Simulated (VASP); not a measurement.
Crystal: NbSi2.

```
Nb Si
1.0
     4.79700    0.00000    0.00000
    -2.39850    4.15432    0.00000
     0.00000    0.00000    6.59200
Nb Si
3 6
Direct
  0.50000 0.00000 0.50000
  0.50000 0.50000 0.83333
  0.00000 0.50000 0.16667
  0.15990 0.31980 0.50000
  0.84010 0.15990 0.83333
  0.68020 0.84010 0.16667
  0.84010 0.68020 0.50000
  0.15990 0.84010 0.83333
  0.31980 0.15990 0.16667
```

| Item | Value |
| --- | --- |
| Program | VASP 6.6.1 |
| Task | relaxation of cell and atoms |
| Functional | PBEsol |
| Potentials or basis | VASP PAW PBE potentials, release 64 (Nb_sv, Si) |
| Cutoff | 500 eV |
| k mesh | 10 × 10 × 7 |
| Occupations | gaussian, width 0.1 eV |
| Spin | no spin polarisation |

At the start: pressure -2.7 GPa; volume 14.60 Å³/atom.

**Question.** How do energy, volume and symmetry change on relaxing?

**Answer.** Over 7 steps the energy falls by 2.0 meV/atom and the volume is 14.38 Å³/atom (-1.5 %); space group P6_222 (No. 180, to 0.1 Å) before and after.

The path:
```tsv
step	energy change (eV)	largest force (eV/Å)	pressure (GPa)	volume (Å³)
1	0.0000	0.0326	-2.70	131.37
2	0.0151	0.0010	4.09	126.74
3	-0.0174	0.0198	0.06	129.38
4	-0.0180	0.0001	-0.01	129.39
5	-0.0180	0.0039	0.00	129.39
6	-0.0180	0.0060	0.01	129.38
7	-0.0180	0.0029	0.00	129.39
```

Final structure:
```yaml
crystal:
  lattice:
    - [4.76730, 0.00000, 0.00000]
    - [-2.38365, 4.12860, 0.00000]
    - [0.00000, 0.00000, 6.57414]
  atoms:
    - { symbol: Nb, position: [0.50000, 0.00000, 0.50000] }
    - { symbol: Nb, position: [0.50000, 0.50000, 0.83333] }
    - { symbol: Nb, position: [0.00000, 0.50000, 0.16667] }
    - { symbol: Si, position: [0.15972, 0.31943, 0.50000] }
    - { symbol: Si, position: [0.84028, 0.15972, 0.83333] }
    - { symbol: Si, position: [0.68057, 0.84028, 0.16667] }
    - { symbol: Si, position: [0.84028, 0.68057, 0.50000] }
    - { symbol: Si, position: [0.15972, 0.84028, 0.83333] }
    - { symbol: Si, position: [0.31943, 0.15972, 0.16667] }
```

Caveat: the PAW data sets were made with another functional, which shifts forces and pressure a little; an odd number of electrons without spin polarisation forces a metal; a magnetic or distorted state may lie lower.
